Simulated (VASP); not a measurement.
# SiGe (P6_3mc) in VASP: notebook, part 2 of 2

VASP 6.6.1. Earlier steps stand in the parts before.

### 3 Single point, r2SCAN (strain +0.025 along x and y, -0.050 along z)

Contents of POSCAR:

```
SiGe
1.0
    4.0020625810      0.0000000000      0.0000000000
   -2.0010312905      3.4658878627      0.0000000000
    0.0000000000      0.0000000000      6.1282438500
Si Ge
2 2
Direct
    0.6666666667      0.3333333333      0.8746070000
    0.3333333333      0.6666666667      0.3746070000
    0.6666666667      0.3333333333      0.5003920000
    0.3333333333      0.6666666667      0.0003920000
```

Contents of INCAR.step1:

```
ALGO     = Normal         # electronic algorithm
EDIFF    = 1E-4           # SCF threshold, eV
ENCUT    = 520            # plane-wave cutoff, eV
GGA      = PE             # functional
ISMEAR   = 0              # smearing method
LASPH    = T              # aspherical terms in the spheres
LCHARG   = F              # write CHGCAR
LREAL    = F              # projectors in reciprocal space
LWAVE    = T              # write WAVECAR
NBANDS   = 26             # bands
NELM     = 60             # most SCF steps
PREC     = Accurate       # precision mode
SIGMA    = 0.05           # smearing width, eV
```

Contents of INCAR.step2:

```
ALGO     = Normal         # electronic algorithm
EDIFF    = 1E-6           # SCF threshold, eV
ENCUT    = 520            # plane-wave cutoff, eV
ISIF     = 2              # what is computed and relaxed
ISMEAR   = 0              # smearing method
ISTART   = 1            
LASPH    = T              # aspherical terms in the spheres
LCHARG   = F              # write CHGCAR
LMIXTAU  = T            
LREAL    = F              # projectors in reciprocal space
LWAVE    = F              # write WAVECAR
METAGGA  = R2SCAN         # meta-GGA
NBANDS   = 26             # bands
NELM     = 60             # most SCF steps
PREC     = Accurate       # precision mode
SIGMA    = 0.05           # smearing width, eV
```

Contents of KPOINTS:

```
k-points
0
Gamma
  12 12 4
```

Potentials or basis: VASP PAW PBE potentials, release 64 (Si, Ge_d).

Started as:

```bash
$ cat potpaw_PBE.64/Si/POTCAR potpaw_PBE.64/Ge_d/POTCAR > POTCAR
$ cp INCAR.step1 INCAR
$ mpirun -np 1 vasp_std > vasp.out
$ cp INCAR.step2 INCAR
$ mpirun -np 1 vasp_std > vasp.out
```

OUTCAR:

```text
EDIFF = 1E-6
   ENCUT = 520
   ISIF = 2
   ISMEAR = 0
   ISTART = 1
   LASPH = T
   LREAL = F
   METAGGA = R2SCAN
   NELM = 60
   PREC = Accurate

 ion  position               nearest neighbor table
   1  0.667  0.333  0.875-   3 2.29   4 2.44   4 2.44   4 2.44
   2  0.333  0.667  0.375-   4 2.29   3 2.44   3 2.44   3 2.44
   3  0.667  0.333  0.500-   1 2.29   2 2.44   2 2.44   2 2.44
   4  0.333  0.667  0.000-   2 2.29   1 2.44   1 2.44   1 2.44

  LATTYP: Found a hexagonal cell.
 ALAT       =     4.0020625810
 C/A-ratio  =     1.5312713697

  Lattice vectors:

 A1 = (   4.0020625810,   0.0000000000,   0.0000000000)
 A2 = (  -2.0010312905,   3.4658878627,   0.0000000000)
 A3 = (   0.0000000000,   0.0000000000,   6.1282438500)

Analysis of symmetry for initial positions (statically):
=====================================================================
 Subroutine PRICEL returns:
 Original cell was already a primitive cell.

 Routine SETGRP: Setting up the symmetry group for a
 hexagonal supercell.

[... 169 lines left out ...]
  free energy    TOTEN  =       -44.93593677 eV

  energy without entropy =      -44.93583656  energy(sigma->0) =      -44.93588667

 E-fermi :   5.5462     XC(G=0): -10.3773

 val. band max:        5.5459440590   @ k =   0.0000   0.0000   0.0000
 cond. band min:       5.7241333403   @ k =   0.0000   0.0000   0.2500
 fundamental gap:      0.1781892812
 Fermi energy:         5.5462040508

 k-point     1 :       0.0000    0.0000    0.0000
  band No.  band energies     occupation
      1     -19.7348      2.00000
      2     -19.7328      2.00000
      3     -19.7202      2.00000
      4     -19.7201      2.00000
      5     -19.7166      2.00000
      6     -19.7165      2.00000
[... 685 lines left out ...]
     25      12.8373      0.00000
     26      12.9289      0.00000

 [... further k-points ...]

------------------------ aborting loop because EDIFF is reached ----------------------------------------

  FORCE on cell =-STRESS in cart. coord.  units (eV):
  Direction    XX          YY          ZZ          XY          YZ          ZX
  --------------------------------------------------------------------------------------
  -------------------------------------------------------------------------------------
  Total       -2.6813500     -2.6813500      7.0608576      0.0000000      0.0000000      0.0000000
  in kB      -50.5393517    -50.5393517    133.0863798      0.0000000      0.0000000      0.0000000
  external PRESSURE =      10.6692254 kB  Pullay stress =       0.0000000 kB

 VOLUME and BASIS-vectors are now :
 -----------------------------------------------------------------------------
  energy-cutoff  :      520.00
  volume of cell :       85.00
      direct lattice vectors                 reciprocal lattice vectors
     4.002062581  0.000000000  0.000000000     0.249871155  0.144263179  0.000000000
    -2.001031290  3.465887863  0.000000000     0.000000000  0.288526357  0.000000000
     0.000000000  0.000000000  6.128243850     0.000000000  0.000000000  0.163178885

 POSITION                                       TOTAL-FORCE (eV/Angst)
 -----------------------------------------------------------------------------------
      2.00103      1.15530      5.35980         0.000000      0.000000      0.934603
     -0.00000      2.31059      2.29568         0.000000      0.000000      0.934603
      2.00103      1.15530      3.06652        -0.000000      0.000000     -0.934603
     -0.00000      2.31059      0.00240        -0.000000     -0.000000     -0.934603
 -----------------------------------------------------------------------------------
    total drift:                               -0.000000     -0.000001     -0.003631

  FREE ENERGIE OF THE ION-ELECTRON SYSTEM (eV)
  ---------------------------------------------------
  free  energy   TOTEN  =       -44.9359367662 eV

  energy  without entropy=      -44.9358365643  energy(sigma->0) =      -44.93588667
```

Run time: 5.3 min. Hardware: 1 thread of Intel Xeon 6975P-C, shared host; peak memory 0.28 GiB.

Results:

```yaml
Free_energy: -44.9359 eV
Pressure: 1.1 GPa
Largest_force: 0.935 eV/Å
Band_gap_on_the_k_mesh: zero (filled and empty bands touch)
```

Forces on the atoms (eV/Å):
```
Si   0.000  0.000  0.935
Si   0.000  0.000  0.935
Ge   0.000  0.000 -0.935
Ge   0.000  0.000 -0.935
```

Caveat: the cell differs from its parent crystal (strain +0.025 along x and y, -0.050 along z); the PAW data sets were made with another functional, which shifts forces and pressure a little.

### 4 Single point, r2SCAN (strain +0.000 along x and y, +0.025 along z)

Contents of POSCAR:

```
SiGe
1.0
    3.9044512986      0.0000000000      0.0000000000
   -1.9522256493      3.3813540124      0.0000000000
    0.0000000000      0.0000000000      6.6120525750
Si Ge
2 2
Direct
    0.6666666667      0.3333333333      0.8746070000
    0.3333333333      0.6666666667      0.3746070000
    0.6666666667      0.3333333333      0.5003920000
    0.3333333333      0.6666666667      0.0003920000
```

Contents of INCAR.step1:

```
SYSTEM = SiGe
PREC     = Accurate       ! precision mode
ENCUT    = 520            ! plane-wave cutoff, eV
ISMEAR   = 0              ! smearing method
SIGMA    = 0.05           ! smearing width, eV
LREAL    = .False.        ! projectors in reciprocal space
LASPH    = .True.         ! aspherical terms in the spheres
NELM     = 60             ! most SCF steps
NBANDS   = 26             ! bands
GGA      = PE             ! functional
ALGO     = Normal         ! electronic algorithm
EDIFF    = 1E-4           ! SCF threshold, eV
LWAVE    = .True.         ! write WAVECAR
LCHARG   = .False.        ! write CHGCAR
```

Contents of INCAR.step2:

```
SYSTEM = SiGe
PREC     = Accurate       ! precision mode
ENCUT    = 520            ! plane-wave cutoff, eV
EDIFF    = 1E-6           ! SCF threshold, eV
ISMEAR   = 0              ! smearing method
SIGMA    = 0.05           ! smearing width, eV
LREAL    = .False.        ! projectors in reciprocal space
LASPH    = .True.         ! aspherical terms in the spheres
NELM     = 60             ! most SCF steps
ALGO     = Normal         ! electronic algorithm
ISIF     = 2              ! what is computed and relaxed
LWAVE    = .False.        ! write WAVECAR
LCHARG   = .False.        ! write CHGCAR
METAGGA  = R2SCAN         ! meta-GGA
LMIXTAU  = .True.       
NBANDS   = 26             ! bands
ISTART   = 1
```

Contents of KPOINTS:

```
Automatic mesh
0
Gamma
  12 12 4
  0 0 0
```

Started as:

```bash
$ cat potpaw_PBE.64/Si/POTCAR potpaw_PBE.64/Ge_d/POTCAR > POTCAR
$ cp INCAR.step1 INCAR
$ mpirun -np 1 vasp_std > vasp.out
$ cp INCAR.step2 INCAR
$ mpirun -np 1 vasp_std > vasp.out
```

Wall time 6.1 min (1 thread of Intel Xeon 6975P-C, shared host); peak memory 0.28 GiB.

It converged, with:

```
Free energy            : -45.1409 eV
Pressure               : -1.9 GPa
Largest force          : 0.203 eV/Å
Band gap on the k mesh : 0.78 eV, indirect (least direct gap 0.97 eV)
```

Forces on the atoms (eV/Å):
```
Si   0.000  0.000 -0.203
Si   0.000  0.000 -0.203
Ge   0.000  0.000  0.203
Ge   0.000  0.000  0.203
```

Stress tensor (GPa, compression positive):
```
-0.31  0.00  0.00
 0.00 -0.31  0.00
 0.00  0.00 -5.16
```

Levels at points of the mesh, in eV from the valence-band top:
```csv
k point,band 14,band 15,band 16,band 17,band 18,band 19,band 20,band 21,band 22,band 23
"(0.00, 0.00, 0.00)",-1.48,-1.48,-0.34,0.00,0.00,0.97,1.42,2.39,2.39,2.87
"(0.50, 0.00, 0.00)",-6.66,-4.74,-3.14,-2.94,-1.61,0.81,2.22,3.51,3.73,4.13
"(0.00, 0.00, 0.50)",-4.72,-0.89,-0.89,-0.89,-0.89,1.70,1.70,3.41,3.41,3.41
"(0.50, 0.00, 0.50)",-7.78,-2.70,-2.70,-2.52,-2.52,0.89,0.89,2.09,2.09,6.13
```

Caveat: the cell differs from its parent crystal (strain +0.000 along x and y, +0.025 along z); the PAW data sets were made with another functional, which shifts forces and pressure a little. A k mesh can miss the band edges.

### 5 Summary

| cell | gap on the mesh (eV) | pressure (GPa) | largest force (eV/Å) |
| --- | --- | --- | --- |
| a = 3.807, b = 3.807, c = 6.773 Å, angles 90.0, 90.0, 120.0°, 4 atoms | 0.70 | 0.8 | 0.57 |
| a = 4.002, b = 4.002, c = 6.128 Å, angles 90.0, 90.0, 120.0°, 4 atoms | none | 1.1 | 0.93 |
| a = 3.904, b = 3.904, c = 6.612 Å, angles 90.0, 90.0, 120.0°, 4 atoms | 0.78 | -1.9 | 0.20 |

Alike in all rows: task single point; level r2SCAN; potentials or basis VASP PAW PBE potentials, release 64 (Si, Ge_d); no spin polarisation; k mesh 12 × 12 × 4; cutoff (eV) 520; smearing gaussian 0.05 eV.

Caveats: the PAW data sets were made with another functional, which shifts forces and pressure a little.

Total energies depend on the potentials used, so only differences within one code and one set of settings carry meaning.
